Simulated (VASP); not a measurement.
Here is a VASP 6.6.1 calculation.

File POSCAR:

```
Pt
1.0
    2.7330589596      0.0000000000      0.0000000000
   -1.3665294798      2.4147146202      0.0000000000
    0.0000000000      0.0000000000      4.7921340000
Pt
2
Direct
    0.6666666667      0.3333333333      0.7500000000
    0.3333333333      0.6666666667      0.2500000000
```

File INCAR.step1:

```
SYSTEM = Pt
PREC = Accurate
ENCUT = 630
ISMEAR = 0
SIGMA = 0.15
LREAL = .False.
LASPH = .True.
NELM = 120
NBANDS = 25
GGA = PE
ALGO = Normal
EDIFF = 1E-5
LWAVE = .True.
LCHARG = .False.
GGA_COMPAT = .False.
```

INCAR.step2

```
SYSTEM = Pt
PREC = Accurate
ENCUT = 630
EDIFF = 1E-6
ISMEAR = 0
SIGMA = 0.15
LREAL = .False.
LASPH = .True.
NELM = 120
ALGO = Normal
ISIF = 2
LWAVE = .False.
LCHARG = .False.
METAGGA = R2SCAN
LMIXTAU = .True.
NBANDS = 25
ISTART = 1
GGA_COMPAT = .False.
```

File KPOINTS:

```
Automatic mesh
0
Gamma
  18 18 10
  0 0 0
```

Potentials or basis: VASP PAW PBE potentials, release 64 (Pt_sv_GW).

Run with:

```sh
$ cat potpaw_PBE.64/Pt_sv_GW/POTCAR > POTCAR
$ cp INCAR.step1 INCAR
$ mpirun -np 1 vasp_std > vasp.out
$ cp INCAR.step2 INCAR
$ mpirun -np 1 vasp_std > vasp.out
```

Q: What does it give for the pressure?

A: -7.0 GPa.

Q: Estimate the band gap on the k mesh.

A: Zero (bands 18 and 19 overlap by 1.37 eV).

Stress tensor (GPa, compression positive):
```
-5.22  0.00  0.00
 0.00 -9.65  0.00
 0.00  0.00 -6.12
```

Caveat: the cell differs from its parent crystal (strain -0.0100 x Voigt [1, -1, 0, 0, 0, 0]); the cell stands under tension; the PAW data sets were made with another functional, which shifts forces and pressure a little; spin-orbit coupling is left out, which moves the levels of the heavy elements.
